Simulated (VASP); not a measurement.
# YMg2O2 (P6/mmm) in VASP: single point with PBE

Aim: the single point of YMg2O2 with PBE.

All numbers are computed with VASP 6.6.1; they aren't measurements. Logs are shortened: lines on timing, memory, paths and dates and some standing lists are left out, and cuts for length are marked.

## Step 1: The cell of the first run

The structure is hexagonal, space group P6/mmm (No. 191). The conventional cell has a = 4.174 Å, b = 4.174 Å, c = 5.777 Å, α = 90.00°, β = 90.00°, γ = 120.00°. Within 2.9 Å of Y (site symmetry 6/mmm) lie 2 O at 2.20 Å. Within 3.2 Å of Mg (site symmetry -6m2) lie 3 Mg at 2.41 Å and 6 O at 2.51 Å. O (site symmetry 6mm) has 1 O at 1.38 Å within 1.8 Å.

The cell was generated, and may not be a known phase.

## Step 2: Single point, PBE

Input file INCAR:

```
SYSTEM = YMg2O2
ALGO = Normal
EDIFF = 1E-6
ENCUT = 840
GGA = PE
GGA_COMPAT = .False.
ISIF = 2
ISMEAR = 0
LASPH = .True.
LCHARG = .False.
LREAL = .False.
LWAVE = .False.
NBANDS = 30
NELM = 120
PREC = Accurate
SIGMA = 0.1
```

Input file KPOINTS:

```
k-points
0
Gamma
  6 6 4
  0 0 0
```

Input file POSCAR:

```
YMg2O2
1.0
    4.1744957700      0.0000000000      0.0000000000
   -2.0872478900      3.6152193900      0.0000000000
    0.0000000000      0.0000000000      5.7774005300
Y Mg O
1 2 2
Direct
    0.0000000000      0.0000000000      0.5000000000
    0.3333333300      0.6666666700      0.0000000000
    0.6666666700      0.3333333300      0.0000000000
    0.0000000000      0.0000000000      0.8808851700
    0.0000000000      0.0000000000      0.1191148300
```

Potentials or basis: VASP PAW PBE potentials, release 64 (Y_sv, Mg_sv, O).

Launch:

```
cat potpaw_PBE.64/Y_sv/POTCAR potpaw_PBE.64/Mg_sv/POTCAR potpaw_PBE.64/O/POTCAR > POTCAR
mpirun -np 1 vasp_std > vasp.out
```

OUTCAR:

```text
SYSTEM = YMg2O2
   EDIFF = 1E-6
   ENCUT = 840
   GGA = PE
   ISIF = 2
   ISMEAR = 0
   LASPH = .True.
   LREAL = .False.
   NELM = 120
   PREC = Accurate

 ion  position               nearest neighbor table
   1  0.000  0.000  0.500-   4 2.20   5 2.20
   2  0.333  0.667  0.000-
   3  0.667  0.333  0.000-
   4  0.000  0.000  0.881-   5 1.38   1 2.20
   5  0.000  0.000  0.119-   4 1.38   1 2.20

  LATTYP: Found a hexagonal cell.
 ALAT       =     4.1744957700
 C/A-ratio  =     1.3839756580

  Lattice vectors:

 A1 = (   4.1744957700,   0.0000000000,   0.0000000000)
 A2 = (  -2.0872478900,   3.6152193900,   0.0000000000)
 A3 = (   0.0000000000,   0.0000000000,   5.7774005300)

Analysis of symmetry for initial positions (statically):
=====================================================================
 Subroutine PRICEL returns:
 Original cell was already a primitive cell.

 Routine SETGRP: Setting up the symmetry group for a
 hexagonal supercell.

 Subroutine GETGRP returns: Found 24 space group operations
 (whereof 24 operations were pure point group operations)
 out of a pool of 24 trial point group operations.

The static configuration has the point symmetry D_6h.

Analysis of symmetry for dynamics (positions and initial velocities):
=====================================================================
 Subroutine PRICEL returns:
 Original cell was already a primitive cell.

 Routine SETGRP: Setting up the symmetry group for a
 hexagonal supercell.

 Subroutine GETGRP returns: Found 24 space group operations
 (whereof 24 operations were pure point group operations)
 out of a pool of 24 trial point group operations.

The dynamic configuration has the point symmetry D_6h.

 Subroutine INISYM returns: Found 24 space group operations
 (whereof 24 operations are pure point group operations),
 and found     1 'primitive' translations

----------------------------------------------------------------------------------------

                                     Primitive cell

  volume of cell :      87.1909

  direct lattice vectors                    reciprocal lattice vectors
     4.174495770  0.000000000  0.000000000     0.239549889  0.138304193  0.000000000
    -2.087247890  3.615219390  0.000000000     0.000000000  0.276608386  0.000000000
     0.000000000  0.000000000  5.777400530     0.000000000  0.000000000  0.173088225

  length of vectors
     4.174495770  4.174495777  5.777400530     0.276608386  0.276608386  0.173088225

  position of ions in fractional coordinates (direct lattice)
     0.000000000  0.000000000  0.500000000
     0.333333330  0.666666670  0.000000000
     0.666666670  0.333333330  0.000000000
     0.000000000  0.000000000  0.880885170
     0.000000000  0.000000000  0.119114830

  ion indices of the primitive-cell ions
   primitive index   ion index
                 1           1
                 2           2
                 3           3
                 4           4
                 5           5

----------------------------------------------------------------------------------------

 KPOINTS: k-points

Automatic generation of k-mesh.
 Grid dimensions read from file:
 generate k-points for:    6    6    4

 Generating k-lattice:

  Cartesian coordinates                     Fractional coordinates (reciprocal lattice)
     0.039924982  0.023050699  0.000000000     0.166666667 -0.000000000  0.000000000
     0.000000000  0.046101398  0.000000000     0.000000000  0.166666667  0.000000000
     0.000000000  0.000000000  0.043272056     0.000000000  0.000000000  0.250000000

  Length of vectors
     0.046101398  0.046101398  0.043272056

  Shift w.r.t. Gamma in fractional coordinates (k-lattice)
     0.000000000  0.000000000  0.000000000

 Subroutine IBZKPT returns following result:
 ===========================================

 Found     21 irreducible k-points:

 Following reciprocal coordinates:
            Coordinates               Weight
  0.000000  0.000000  0.000000      1.000000
  0.166667  0.000000  0.000000      6.000000
  0.333333  0.000000  0.000000      6.000000
  0.500000  0.000000  0.000000      3.000000
  0.166667  0.166667  0.000000      6.000000
  0.333333  0.166667  0.000000     12.000000
[... 13 lines left out ...]
  0.333333  0.166667  0.500000     12.000000
  0.333333  0.333333  0.500000      2.000000
   k-points           NKPTS =     21   k-points in BZ     NKDIM =     21   number of bands    NBANDS=     30
   number of dos      NEDOS =    301   number of ions     NIONS =      5
   total plane-waves  NPLWV =  89600
   dimension x,y,z NGX =    40 NGY =   40 NGZ =   56
   dimension x,y,z NGXF=    80 NGYF=   80 NGZF=  112
   ions per type =               1   2   2
   NGX,Y,Z   is equivalent  to a cutoff of  15.93, 15.93, 16.11 a.u.
   NGXF,Y,Z  is equivalent  to a cutoff of  31.86, 31.86, 32.23 a.u.
 SYSTEM =  YMg2O2
   PREC   = accura    normal or accurate (medium, high low for compatibility)
   ISTART =      0    job   : 0-new  1-cont  2-samecut
   ICHARG =      2    charge: 1-file 2-atom 10-const
   ISPIN  =      1    spin polarized calculation?
   LNONCOLLINEAR =      F non collinear calculations
   LSORBIT =      F    spin-orbit coupling
   LASPH  =      T    aspherical Exc in radial PAW
   ENCUT  =  840.0 eV  61.74 Ry    7.86 a.u.   9.87  9.87 13.65*2*pi/ulx,y,z
   NELM   =    120;   NELMIN=  2; NELMDL= -5     # of ELM steps
   EDIFF  = 0.1E-05   stopping-criterion for ELM
   LREAL  =      F    real-space projection
   EDIFFG = 0.1E-04   stopping-criterion for IOM
   NSW    =      0    number of steps for IOM
   IBRION =     -1    ionic relax: 0-MD 1-quasi-New 2-CG
   NFREE  =      0    steps in history (QN), initial steepest desc. (CG)
   ISIF   =      2    stress and relaxation
   ISYM   =      2    0-nonsym 1-usesym 2-fastsym
   POTIM  = 0.5000    time-step for ionic-motion
   TEBEG  =    0.0;   TEEND  =   0.0 temperature during run
   PSTRESS=    0.0 pullay stress
   NELECT =      43.0000    total number of electrons
   NUPDOWN=      -1.0000    fix difference up-down
   EMIN   =  10.00;   EMAX   =-10.00  energy-range for DOS
   EFERMI =   0.00;   METHOD = LEGACY
   ISMEAR =     0;   SIGMA  =   0.10  broadening in eV -4-tet -1-fermi 0-gaus
   EFERMI_NEDOS =   21; number of points for ismear=-14 and -15
   IALGO  =     38    algorithm
   IMIX   =      4    mixing-type and parameters
     AMIX     =   0.40;   BMIX     =  1.00
     AMIX_MAG =   1.60;   BMIX_MAG =  1.00
  volume/ion in A,a.u.               =      17.44       117.68
  Fermi-wavevector in a.u.,A,eV,Ry     =   1.293423  2.444215 22.761774  1.672943
  Thomas-Fermi vector in A             =   2.425070
   LORBIT       =      0    0 simple, 1 ext, 2 COOP (PROOUT), +10 PAW based schemes
   GGA     = PE    functional components
   LHFCALC =     F    Hartree Fock is set to
   AEXX    =    0.0000 exact exchange contribution
   IVDW    =     0    specifies the selected vdW correction
   LEPSILON=     F    determine dielectric tensor
   LRPA    =     F    only Hartree local field effects (RPA)
 non-spin polarized calculation
 Gauss-broadening in eV      SIGMA  =   0.10
  energy-cutoff  :      840.00
  volume of cell :       87.19
 maximum number of plane-waves:      4848
 NGX is ok and might be reduce to    40
   NGX = 19   NGY = 19   NGZ = 27

 number of electron      43.0000001 magnetization

 Free energy of the ion-electron system (eV)
  ---------------------------------------------------
  ext. energy  EPLUGINS =         0.00000000
  ---------------------------------------------------
  free energy    TOTEN  =       -19.06594679 eV

  energy without entropy =      -19.04512722  energy(sigma->0) =      -19.05553700

 E-fermi :   4.2345     XC(G=0):  -9.6092

 val. band max:        4.2205162024   @ k =   0.3333   0.1667   0.5000
 cond. band min:       4.2496038463   @ k =   0.3333   0.1667   0.2500
 fundamental gap:      0.0290876439
 Fermi energy:         4.2345227128

 k-point     1 :       0.0000    0.0000    0.0000
  band No.  band energies     occupation
      1     -72.8521      2.00000
      2     -72.7953      2.00000
      3     -39.8207      2.00000
      4     -39.7370      2.00000
      5     -39.7370      2.00000
      6     -39.5506      2.00000
[... 22 lines left out ...]
     29       7.3278      0.00000
     30       9.7482      0.00000

 k-point     2 :       0.1667    0.0000    0.0000
  band No.  band energies     occupation
      1     -72.8488      2.00000
      2     -72.7988      2.00000
      3     -39.8195      2.00000
      4     -39.7417      2.00000
      5     -39.7284      2.00000
      6     -39.5601      2.00000
[... 22 lines left out ...]
     29       7.5567      0.00000
     30      10.0991      0.00000

 k-point     3 :       0.3333    0.0000    0.0000
  band No.  band energies     occupation
      1     -72.8402      2.00000
      2     -72.8076      2.00000
      3     -39.8173      2.00000
      4     -39.7502      2.00000
      5     -39.7075      2.00000
      6     -39.5826      2.00000
[... 22 lines left out ...]
     29       7.9135      0.00000
     30       9.1044      0.00000

 k-point     4 :       0.5000    0.0000    0.0000
  band No.  band energies     occupation
      1     -72.8333      2.00000
      2     -72.8144      2.00000
      3     -39.8162      2.00000
      4     -39.7542      2.00000
      5     -39.6936      2.00000
      6     -39.5970      2.00000
[... 517 lines left out ...]
     29       8.9091      0.00000
     30      10.0451      0.00000

 k-point    20 :       0.3333    0.1667    0.5000
  band No.  band energies     occupation
      1     -72.8333      2.00000
      2     -72.8145      2.00000
      3     -39.8156      2.00000
      4     -39.7586      2.00000
      5     -39.6839      2.00000
      6     -39.6061      2.00000
[... 22 lines left out ...]
     29       7.7361      0.00000
     30       9.1843      0.00000

 k-point    21 :       0.3333    0.3333    0.5000
  band No.  band energies     occupation
      1     -72.8239      2.00000
      2     -72.8239      2.00000
      3     -39.8150      2.00000
      4     -39.7641      2.00000
      5     -39.6447      2.00000
      6     -39.6447      2.00000
[... 22 lines left out ...]
     29       8.2349      0.00000
     30       8.2349      0.00000

------------------------ aborting loop because EDIFF is reached ----------------------------------------

  FORCE on cell =-STRESS in cart. coord.  units (eV):
  Direction    XX          YY          ZZ          XY          YZ          ZX
  --------------------------------------------------------------------------------------
  -------------------------------------------------------------------------------------
  Total       11.2304209     11.2304209     -1.3196884     -0.0000000     -0.0000000      0.0000000
  in kB      206.3647208    206.3647214    -24.2499485     -0.0000003     -0.0000000      0.0000000
  external PRESSURE =     129.4931646 kB  Pullay stress =       0.0000000 kB

 VOLUME and BASIS-vectors are now :
 -----------------------------------------------------------------------------
  energy-cutoff  :      840.00
  volume of cell :       87.19
      direct lattice vectors                 reciprocal lattice vectors
     4.174495770  0.000000000  0.000000000     0.239549889  0.138304193  0.000000000
    -2.087247890  3.615219390  0.000000000     0.000000000  0.276608386  0.000000000
     0.000000000  0.000000000  5.777400530     0.000000000  0.000000000  0.173088225

 POSITION                                       TOTAL-FORCE (eV/Angst)
 -----------------------------------------------------------------------------------
      0.00000      0.00000      2.88870        -0.000000      0.000000      0.000000
     -0.00000      2.41015      0.00000        -0.000000      0.000000      0.000000
      2.08725      1.20507      0.00000         0.000000      0.000000      0.000000
      0.00000      0.00000      5.08923        -0.000000     -0.000000     -1.023220
      0.00000      0.00000      0.68817        -0.000000      0.000000      1.023220
 -----------------------------------------------------------------------------------
    total drift:                                0.000000     -0.000000     -0.000000

  FREE ENERGIE OF THE ION-ELECTRON SYSTEM (eV)
  ---------------------------------------------------
  free  energy   TOTEN  =       -19.0659467854 eV

  energy  without entropy=      -19.0451272222  energy(sigma->0) =      -19.05553700
```

It took 64 s on 1 thread of Intel Xeon 6975P-C (Granite Rapids), shared host; peak memory 0.37 GiB.

What came out:

```
Free energy            : -19.0659 eV
Pressure               : 12.9 GPa
Largest force          : 1.023 eV/Å
Band gap on the k mesh : zero (an odd number of electrons rules out a gap without spin polarisation)
```

Forces in eV/Å, atoms in the order of the input:
```
Y    0.000  0.000  0.000
Mg   0.000  0.000  0.000
Mg   0.000  0.000  0.000
O    0.000  0.000 -1.023
O    0.000  0.000  1.023
```

Caveat: the stress differs along the axes, from -2 to 21 GPa; forces of over 1 eV/Å act on the atoms, so gaps and moduli don't describe the material at rest.

The gap in the log of VASP goes by the Fermi energy; the results here count the filled bands.